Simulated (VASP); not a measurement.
Here is a VASP 6.6.1 calculation.

Contents of POSCAR:

```
SiO2
1.0
   -2.4719629981      2.4719629981      3.5122615264
    2.4719629981     -2.4719629981      3.5122615264
    2.4719629981      2.4719629981     -3.5122615264
Si O
2 4
Direct
    0.0000000000      0.0000000000      0.0000000000
    0.7500000000      0.2500000000      0.5000000000
    0.9852385279      0.6250000000      0.8602385279
    0.3750000000      0.2352385279      0.3602385279
    0.7647614721      0.1250000000      0.1397614721
    0.8750000000      0.0147614721      0.6397614721
```

Contents of INCAR.step1:

```
SYSTEM = SiO2
ALGO = Normal
EDIFF = 1E-5
ENCUT = 520
GGA = PE
ISIF = 2
ISMEAR = 0
LASPH = .TRUE.
LREAL = .FALSE.
LWAVE = .TRUE.
NBANDS = 25
NELM = 100
PREC = Accurate
SIGMA = 0.01
```

Contents of INCAR.step2:

```
SYSTEM = SiO2
ALGO = Normal
EDIFF = 1E-6
ENCUT = 520
GGA = PE
HFSCREEN = 0.2079
ISIF = 2
ISMEAR = 0
ISTART = 1
LASPH = .TRUE.
LCHARG = .TRUE.
LELF = .TRUE.
LHFCALC = .TRUE.
LREAL = .FALSE.
LVHAR = .TRUE.
LWAVE = .FALSE.
NBANDS = 25
NELM = 100
PREC = Accurate
PRECFOCK = Fast
SIGMA = 0.01
```

KPOINTS

```
k-points
0
G
  4 4 4
  0 0 0
```

Potentials or basis: VASP PAW PBE potentials, release 64 (Si, O).

Launch:

```bash
$ cat potpaw_PBE.64/Si/POTCAR potpaw_PBE.64/O/POTCAR > POTCAR
$ cp INCAR.step1 INCAR
$ mpirun -np 1 vasp_std > vasp.out
$ cp INCAR.step2 INCAR
$ mpirun -np 1 vasp_std > vasp.out
```

**Question.** Predict the band gap on the k mesh.

**Answer.** 7.90 eV.

**Question.** Estimate the largest force.

**Answer.** 0.087 eV/Å.

**Question.** Estimate the pressure.

**Answer.** 1.6 GPa.

Forces in eV/Å, atoms in the order of the input:
```
Si   0.000  0.000  0.000
Si   0.000  0.000  0.000
O    0.000 -0.087  0.000
O   -0.087  0.000  0.000
O    0.000  0.087  0.000
O    0.087  0.000  0.000
```

Caveat: the cell differs from its parent crystal (uniaxial z strain -4.0%); the PAW data sets were made with another functional, which shifts forces and pressure a little.
